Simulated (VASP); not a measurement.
# PIr (F-43m) in VASP: a series of runs

PIr is run at these levels: PBE; tasks: single point.

Program: VASP 6.6.1. These are calculated values, not measurements. Logs are shortened: lines on timing, memory, paths and dates and some standing lists are left out, and cuts for length are marked.

## Step 1: The cell of the first run

It takes space group F-43m (No. 216, cubic). Conventional cell: a = 5.164 Å, b = 5.164 Å, c = 5.164 Å, α = 90.00°, β = 90.00°, γ = 90.00°. Within 3.0 Å of Ir (site symmetry -43m) lie 4 P at 2.24 Å. P (site symmetry -43m) has 4 Ir at 2.24 Å within 3.0 Å.

## Step 2: Single point, PBE

INCAR

```
SYSTEM = PIr
ALGO     = Normal         ! electronic algorithm
EDIFF    = 1E-7           ! SCF threshold, eV
ENCUT    = 520            ! plane-wave cutoff, eV
GGA      = PE             ! functional
ISIF     = 2              ! what is computed and relaxed
ISMEAR   = 0              ! smearing method
LASPH    = .True.         ! aspherical terms in the spheres
LCHARG   = .True.         ! write CHGCAR
LELF     = .True.         ! ELF
LREAL    = .False.        ! projectors in reciprocal space
LVHAR    = .True.       
LWAVE    = .False.        ! write WAVECAR
NBANDS   = 14             ! bands
NELM     = 60             ! most SCF steps
PREC     = Accurate       ! precision mode
SIGMA    = 0.05           ! smearing width, eV
```

KPOINTS

```
k-points
0
Gamma
  12 12 12
  0 0 0
```

POSCAR

```
PIr
1.0
    0.0000000000      2.5818443235      2.5818443235
    2.5818443235      0.0000000000      2.5818443235
    2.5818443235      2.5818443235      0.0000000000
Ir P
1 1
Direct
    0.0000000000      0.0000000000      0.0000000000
    0.2500000000      0.2500000000      0.2500000000
```

Potentials or basis: VASP PAW PBE potentials, release 64 (Ir, P).

Started as:

```sh
$ cat potpaw_PBE.64/Ir/POTCAR potpaw_PBE.64/P/POTCAR > POTCAR
$ mpirun -np 1 vasp_std > vasp.out
```

OUTCAR:

```text
SYSTEM = PIr
   EDIFF = 1E-7
   ENCUT = 520
   GGA = PE
   ISIF = 2
   ISMEAR = 0
   LASPH = .True.
   LREAL = .False.
   NELM = 60
   PREC = Accurate

 ion  position               nearest neighbor table
   1  0.000  0.000  0.000-   2 2.24   2 2.24   2 2.24   2 2.24
   2  0.250  0.250  0.250-   1 2.24   1 2.24   1 2.24   1 2.24

  LATTYP: Found a face centered cubic cell.
 ALAT       =     5.1636886470

  Lattice vectors:

 A1 = (   0.0000000000,   2.5818443235,   2.5818443235)
 A2 = (   2.5818443235,   0.0000000000,   2.5818443235)
 A3 = (   2.5818443235,   2.5818443235,   0.0000000000)

Analysis of symmetry for initial positions (statically):
=====================================================================
 Subroutine PRICEL returns:
 Original cell was already a primitive cell.

 Routine SETGRP: Setting up the symmetry group for a
 face centered cubic supercell.

 Subroutine GETGRP returns: Found 24 space group operations
 (whereof 24 operations were pure point group operations)
 out of a pool of 48 trial point group operations.

The static configuration has the point symmetry T_d .

Analysis of symmetry for dynamics (positions and initial velocities):
=====================================================================
 Subroutine PRICEL returns:
 Original cell was already a primitive cell.

 Routine SETGRP: Setting up the symmetry group for a
 face centered cubic supercell.

 Subroutine GETGRP returns: Found 24 space group operations
 (whereof 24 operations were pure point group operations)
 out of a pool of 48 trial point group operations.

The dynamic configuration has the point symmetry T_d .

 Subroutine INISYM returns: Found 24 space group operations
 (whereof 24 operations are pure point group operations),
 and found     1 'primitive' translations

----------------------------------------------------------------------------------------

                                     Primitive cell

  volume of cell :      34.4207

  direct lattice vectors                    reciprocal lattice vectors
     0.000000000  2.581844323  2.581844323    -0.193660011  0.193660011  0.193660011
     2.581844323  0.000000000  2.581844323     0.193660011 -0.193660011  0.193660011
     2.581844323  2.581844323  0.000000000     0.193660011  0.193660011 -0.193660011

  length of vectors
     3.651279258  3.651279258  3.651279258     0.335428978  0.335428978  0.335428978

  position of ions in fractional coordinates (direct lattice)
     0.000000000  0.000000000  0.000000000
     0.250000000  0.250000000  0.250000000

  ion indices of the primitive-cell ions
   primitive index   ion index
                 1           1
                 2           2

----------------------------------------------------------------------------------------

 KPOINTS: k-points

Automatic generation of k-mesh.
 Grid dimensions read from file:
 generate k-points for:   12   12   12

 Generating k-lattice:

  Cartesian coordinates                     Fractional coordinates (reciprocal lattice)
    -0.016138334  0.016138334  0.016138334     0.083333333  0.000000000  0.000000000
     0.016138334 -0.016138334  0.016138334     0.000000000  0.083333333  0.000000000
     0.016138334  0.016138334 -0.016138334     0.000000000  0.000000000  0.083333333

  Length of vectors
     0.027952415  0.027952415  0.027952415

  Shift w.r.t. Gamma in fractional coordinates (k-lattice)
     0.000000000  0.000000000  0.000000000

 Subroutine IBZKPT returns following result:
 ===========================================

 Found     72 irreducible k-points:

 Following reciprocal coordinates:
            Coordinates               Weight
  0.000000  0.000000  0.000000      1.000000
  0.083333  0.000000  0.000000      8.000000
  0.166667  0.000000  0.000000      8.000000
  0.250000  0.000000  0.000000      8.000000
  0.333333  0.000000  0.000000      8.000000
  0.416667  0.000000  0.000000      8.000000
[... 16 lines left out ...]
  0.500000  0.166667  0.000000     24.000000
 -0.416667  0.166667  0.000000     24.000000
 [... further k-points ...]
   k-points           NKPTS =     72   k-points in BZ     NKDIM =     72   number of bands    NBANDS=     14
   number of dos      NEDOS =    301   number of ions     NIONS =      2
   total plane-waves  NPLWV =  21952
   dimension x,y,z NGX =    28 NGY =   28 NGZ =   28
   dimension x,y,z NGXF=    56 NGYF=   56 NGZF=   56
   ions per type =               1   1
   NGX,Y,Z   is equivalent  to a cutoff of  12.75, 12.75, 12.75 a.u.
   NGXF,Y,Z  is equivalent  to a cutoff of  25.50, 25.50, 25.50 a.u.
 SYSTEM =  PIr
   PREC   = accura    normal or accurate (medium, high low for compatibility)
   ISTART =      0    job   : 0-new  1-cont  2-samecut
   ICHARG =      2    charge: 1-file 2-atom 10-const
   ISPIN  =      1    spin polarized calculation?
   LNONCOLLINEAR =      F non collinear calculations
   LSORBIT =      F    spin-orbit coupling
   LASPH  =      T    aspherical Exc in radial PAW
   ENCUT  =  520.0 eV  38.22 Ry    6.18 a.u.   6.79  6.79  6.79*2*pi/ulx,y,z
   NELM   =     60;   NELMIN=  2; NELMDL= -5     # of ELM steps
   EDIFF  = 0.1E-06   stopping-criterion for ELM
   LREAL  =      F    real-space projection
   EDIFFG = 0.1E-05   stopping-criterion for IOM
   NSW    =      0    number of steps for IOM
   IBRION =     -1    ionic relax: 0-MD 1-quasi-New 2-CG
   NFREE  =      0    steps in history (QN), initial steepest desc. (CG)
   ISIF   =      2    stress and relaxation
   ISYM   =      2    0-nonsym 1-usesym 2-fastsym
   POTIM  = 0.5000    time-step for ionic-motion
   TEBEG  =    0.0;   TEEND  =   0.0 temperature during run
   PSTRESS=    0.0 pullay stress
   NELECT =      14.0000    total number of electrons
   NUPDOWN=      -1.0000    fix difference up-down
   EMIN   =  10.00;   EMAX   =-10.00  energy-range for DOS
   EFERMI =   0.00;   METHOD = LEGACY
   ISMEAR =     0;   SIGMA  =   0.05  broadening in eV -4-tet -1-fermi 0-gaus
   EFERMI_NEDOS =   21; number of points for ismear=-14 and -15
   IALGO  =     38    algorithm
   IMIX   =      4    mixing-type and parameters
     AMIX     =   0.40;   BMIX     =  1.00
     AMIX_MAG =   1.60;   BMIX_MAG =  1.00
  volume/ion in A,a.u.               =      17.21       116.14
  Fermi-wavevector in a.u.,A,eV,Ry     =   1.212953  2.292150 20.017653  1.471256
  Thomas-Fermi vector in A             =   2.348421
   LORBIT       =      0    0 simple, 1 ext, 2 COOP (PROOUT), +10 PAW based schemes
   GGA     = PE    functional components
   LHFCALC =     F    Hartree Fock is set to
   AEXX    =    0.0000 exact exchange contribution
   IVDW    =     0    specifies the selected vdW correction
   LEPSILON=     F    determine dielectric tensor
   LRPA    =     F    only Hartree local field effects (RPA)
 non-spin polarized calculation
 Gauss-broadening in eV      SIGMA  =   0.05
  energy-cutoff  :      520.00
  volume of cell :       34.42
 maximum number of plane-waves:       944
   NGX = 13   NGY = 13   NGZ = 13

 number of electron      14.0000000 magnetization

 Free energy of the ion-electron system (eV)
  ---------------------------------------------------
  ext. energy  EPLUGINS =         0.00000000
  ---------------------------------------------------
  free energy    TOTEN  =       -14.96658571 eV

  energy without entropy =      -14.96507867  energy(sigma->0) =      -14.96583219

 E-fermi :   7.4647     XC(G=0): -11.3348

 val. band max:        7.4516658945   @ k =  -0.2500   0.3333   0.0833
 cond. band min:       7.4796858362   @ k =  -0.3333   0.3333   0.0833
 fundamental gap:      0.0280199417
 Fermi energy:         7.4647040183

 k-point     1 :       0.0000    0.0000    0.0000
  band No.  band energies     occupation
      1      -6.1562      2.00000
      2       1.3950      2.00000
      3       1.3950      2.00000
      4       1.3950      2.00000
      5       4.4298      2.00000
      6       4.4298      2.00000
      7      11.2479      0.00000
      8      12.7758      0.00000
      9      12.7758      0.00000
     10      12.7758      0.00000
     11      15.1625      0.00000
     12      15.1625      0.00000
     13      15.1625      0.00000
     14      20.9054      0.00000

 k-point     2 :       0.0833    0.0000    0.0000
  band No.  band energies     occupation
      1      -6.0623      2.00000
      2       1.3287      2.00000
      3       1.4406      2.00000
      4       1.4406      2.00000
      5       4.4081      2.00000
      6       4.4081      2.00000
      7      11.2834      0.00000
      8      12.3114      0.00000
      9      12.6525      0.00000
     10      12.6525      0.00000
     11      15.0524      0.00000
     12      15.2637      0.00000
     13      15.2637      0.00000
     14      21.1728      0.00000

 k-point     3 :       0.1667    0.0000    0.0000
  band No.  band energies     occupation
      1      -5.7957      2.00000
      2       1.1732      2.00000
      3       1.5592      2.00000
      4       1.5592      2.00000
      5       4.3749      2.00000
      6       4.3749      2.00000
      7      10.3015      0.00000
      8      12.2430      0.00000
      9      12.2430      0.00000
     10      12.2984      0.00000
     11      14.9218      0.00000
     12      15.5829      0.00000
     13      15.5829      0.00000
     14      20.9821      0.00000

 k-point     4 :       0.2500    0.0000    0.0000
  band No.  band energies     occupation
      1      -5.4056      2.00000
      2       1.0281      2.00000
      3       1.7009      2.00000
      4       1.7009      2.00000
      5       4.4040      2.00000
      6       4.4040      2.00000
      7       8.6026      0.00000
      8      11.5685      0.00000
      9      11.5685      0.00000
     10      12.6067      0.00000
     11      15.2769      0.00000
     12      16.0549      0.00000
     13      16.0549      0.00000
     14      20.8206      0.00000

 k-point     5 :       0.3333    0.0000    0.0000
  band No.  band energies     occupation
      1      -4.9815      2.00000
      2       0.9898      2.00000
      3       1.8088      2.00000
      4       1.8088      2.00000
      5       4.5458      2.00000
      6       4.5458      2.00000
      7       6.9742      2.00000
      8      10.7936      0.00000
      9      10.7936      0.00000
     10      12.5627      0.00000
     11      16.3437      0.00000
[... 276 lines left out ...]
 k-point    22 :       0.4167    0.1667    0.0000
  band No.  band energies     occupation
      1      -4.6204      2.00000
      2       0.8491      2.00000
      3       1.9544      2.00000
      4       2.1301      2.00000
      5       4.2458      2.00000
      6       4.9412      2.00000
      7       6.2850      2.00000
      8       9.3546      0.00000
      9       9.9982      0.00000
     10      13.6010      0.00000
     11      15.4634      0.00000
     12      17.2744      0.00000
     13      17.2816      0.00000
     14      20.3920      0.00000

 k-point    23 :       0.5000    0.1667    0.0000
  band No.  band energies     occupation
      1      -4.3757      2.00000
      2       1.0782      2.00000
      3       1.8829      2.00000
      4       2.1638      2.00000
      5       4.4757      2.00000
      6       4.8929      2.00000
      7       5.4380      2.00000
      8       9.3164      0.00000
      9       9.3238      0.00000
     10      13.3745      0.00000
     11      15.9161      0.00000
     12      17.1642      0.00000
     13      18.5330      0.00000
     14      20.4626      0.00000

 k-point    24 :      -0.4167    0.1667    0.0000
  band No.  band energies     occupation
      1      -4.3433      2.00000
      2       1.2658      2.00000
      3       1.7394      2.00000
      4       2.1479      2.00000
      5       4.4695      2.00000
      6       4.6476      2.00000
      7       5.6322      2.00000
      8       8.8275      0.00000
      9       9.7502      0.00000
     10      13.3171      0.00000
     11      16.0194      0.00000
     12      16.9630      0.00000
     13      19.0262      0.00000
     14      20.4568      0.00000

 [... further k-points ...]
[... 5 lines left out ...]
  --------------------------------------------------------------------------------------
  -------------------------------------------------------------------------------------
  Total        2.1871094      2.1871094      2.1871094      0.0000000      0.0000000     -0.0000000
  in kB      101.8030825    101.8030825    101.8030825      0.0000000      0.0000000     -0.0000000
  external PRESSURE =     101.8030825 kB  Pullay stress =       0.0000000 kB

 VOLUME and BASIS-vectors are now :
 -----------------------------------------------------------------------------
  energy-cutoff  :      520.00
  volume of cell :       34.42
      direct lattice vectors                 reciprocal lattice vectors
     0.000000000  2.581844323  2.581844323    -0.193660011  0.193660011  0.193660011
     2.581844323  0.000000000  2.581844323     0.193660011 -0.193660011  0.193660011
     2.581844323  2.581844323  0.000000000     0.193660011  0.193660011 -0.193660011

 POSITION                                       TOTAL-FORCE (eV/Angst)
 -----------------------------------------------------------------------------------
      0.00000      0.00000      0.00000         0.000000     -0.000000     -0.000000
      1.29092      1.29092      1.29092        -0.000000      0.000000      0.000000
 -----------------------------------------------------------------------------------
    total drift:                               -0.000000     -0.000000     -0.000000

  FREE ENERGIE OF THE ION-ELECTRON SYSTEM (eV)
  ---------------------------------------------------
  free  energy   TOTEN  =       -14.9665857090 eV

  energy  without entropy=      -14.9650786681  energy(sigma->0) =      -14.96583219
```

It took 16 s on 1 thread of Intel Xeon 6975P-C (Granite Rapids), shared host; peak memory 0.18 GiB.

Results:

- Free energy: -14.9666 eV
- Pressure: 10.2 GPa
- Band gap on the k mesh: zero (band 7 reaches 11.39 eV, above the bottom of band 8 at 6.93 eV)

Levels at points of the mesh, in eV from the Fermi level:
```
           k point  band 3  band 4  band 5  band 6  band 7  band 8  band 9  band 10  band 11  band 12
(0.00, 0.00, 0.00)   -6.07   -6.07   -3.03   -3.03    3.78    5.31    5.31     5.31     7.70     7.70
(0.50, 0.00, 0.00)   -5.59   -5.59   -2.62   -2.62   -2.21    2.44    2.44     4.88     9.42     9.42
(0.50, 0.50, 0.00)   -4.16   -4.16   -3.36   -2.10   -2.09   -0.50   -0.50     7.12     7.36    11.36
```

Caveat: spin-orbit coupling is left out, which moves the levels of the heavy elements.

## Step 3: Single point, PBE (volume scaled by 0.960)

INCAR

```
SYSTEM = PIr
PREC = Accurate
ENCUT = 520
EDIFF = 1E-7
ISMEAR = 0
SIGMA = 0.05
LREAL = .False.
LASPH = .True.
NELM = 60
ALGO = Normal
ISIF = 2
LWAVE = .False.
LCHARG = .False.
GGA = PE
NBANDS = 14
```

KPOINTS

```
Automatic mesh
0
Gamma
  12 12 12
  0 0 0
```

POSCAR

```
PIr
1.0
    0.0000000000      2.5903533308      2.5903533308
    2.5903533308      0.0000000000      2.5903533308
    2.5903533308      2.5903533308      0.0000000000
Ir P
1 1
Direct
    0.0000000000      0.0000000000      0.0000000000
    0.2500000000      0.2500000000      0.2500000000
```

Potentials or basis: VASP PAW PBE potentials, release 64 (Ir, P).

Started as:

```sh
$ cat potpaw_PBE.64/Ir/POTCAR potpaw_PBE.64/P/POTCAR > POTCAR
$ mpirun -np 1 vasp_std > vasp.out
```

Run time: 15 s. Hardware: 1 thread of Intel Xeon 6975P-C (Granite Rapids), shared host; peak memory 0.18 GiB.

Results (log left out):

```yaml
Free_energy: -14.9861 eV
Pressure: 8.1 GPa
Band_gap_on_the_k_mesh: zero (band 7 reaches 11.21 eV, above the bottom of band 8 at 6.80 eV)
```

Levels at points of the mesh, in eV from the Fermi level:
```tsv
k point	band 5	band 6	band 7	band 8	band 9	band 10
(0.00, 0.00, 0.00)	-2.99	-2.99	3.75	5.27	5.27	5.27
(0.50, 0.00, 0.00)	-2.58	-2.58	-2.17	2.42	2.42	4.87
(0.50, 0.50, 0.00)	-3.30	-2.08	-2.06	-0.48	-0.48	7.08
```

Caveat: spin-orbit coupling is left out, which moves the levels of the heavy elements.

## Step 4: Single point, PBE (volume scaled by 0.980)

INCAR

```
SYSTEM = PIr
ALGO     = Normal         ! electronic algorithm
EDIFF    = 1E-6           ! SCF threshold, eV
ENCUT    = 520            ! plane-wave cutoff, eV
GGA      = PE             ! functional
ISIF     = 2              ! what is computed and relaxed
ISMEAR   = 0              ! smearing method
LASPH    = .TRUE.         ! aspherical terms in the spheres
LCHARG   = .TRUE.         ! write CHGCAR
LELF     = .TRUE.         ! ELF
LREAL    = .FALSE.        ! projectors in reciprocal space
LVHAR    = .TRUE.       
LWAVE    = .FALSE.        ! write WAVECAR
NBANDS   = 14             ! bands
NELM     = 80             ! most SCF steps
PREC     = Accurate       ! precision mode
SIGMA    = 0.05           ! smearing width, eV
```

KPOINTS

```
k-points
0
G
  12 12 12
  0 0 0
```

POSCAR

```
PIr
1.0
    0.0000000000      2.6082184011      2.6082184011
    2.6082184011      0.0000000000      2.6082184011
    2.6082184011      2.6082184011      0.0000000000
Ir P
1 1
Direct
    0.0000000000      0.0000000000      0.0000000000
    0.2500000000      0.2500000000      0.2500000000
```

Started as:

```sh
$ cat potpaw_PBE.64/Ir/POTCAR potpaw_PBE.64/P/POTCAR > POTCAR
$ mpirun -np 1 vasp_std > vasp.out
```

Wall time 14 s (1 thread of Intel Xeon 6975P-C (Granite Rapids), shared host); peak memory 0.18 GiB.

It converged, with:

```yaml
Free_energy: -15.0134 eV
Pressure: 4.0 GPa
Band_gap_on_the_k_mesh: zero (band 7 reaches 10.84 eV, above the bottom of band 8 at 6.53 eV)
```

Levels at points of the mesh, in eV from the Fermi level:
| k point | band 4 | band 5 | band 6 | band 7 | band 8 | band 9 | band 10 | band 11 |
| --- | --- | --- | --- | --- | --- | --- | --- | --- |
| (0.00, 0.00, 0.00) | -5.86 | -2.89 | -2.89 | 3.67 | 5.19 | 5.19 | 5.19 | 7.57 |
| (0.50, 0.00, 0.00) | -5.39 | -2.50 | -2.50 | -2.11 | 2.39 | 2.39 | 4.83 | 9.28 |
| (0.50, 0.50, 0.00) | -4.04 | -3.18 | -2.04 | -2.00 | -0.45 | -0.45 | 7.01 | 7.14 |

Caveat: spin-orbit coupling is left out, which moves the levels of the heavy elements.

## Step 5: Summary

```tsv
cell	gap on the mesh (eV)	pressure (GPa)
a = 3.651 Å, angles 60.0°, 2 atoms	none	10.2
a = 3.663 Å, angles 60.0°, 2 atoms	none	8.1
a = 3.689 Å, angles 60.0°, 2 atoms	none	4.0
```

Alike in all rows: task single point; level PBE; potentials or basis VASP PAW PBE potentials, release 64 (Ir, P); no spin polarisation; k mesh 12 × 12 × 12; cutoff (eV) 520; smearing gaussian 0.05 eV.

Caveats: spin-orbit coupling is left out, which moves the levels of the heavy elements.

Absolute energies hang on the potentials; compare differences alone.
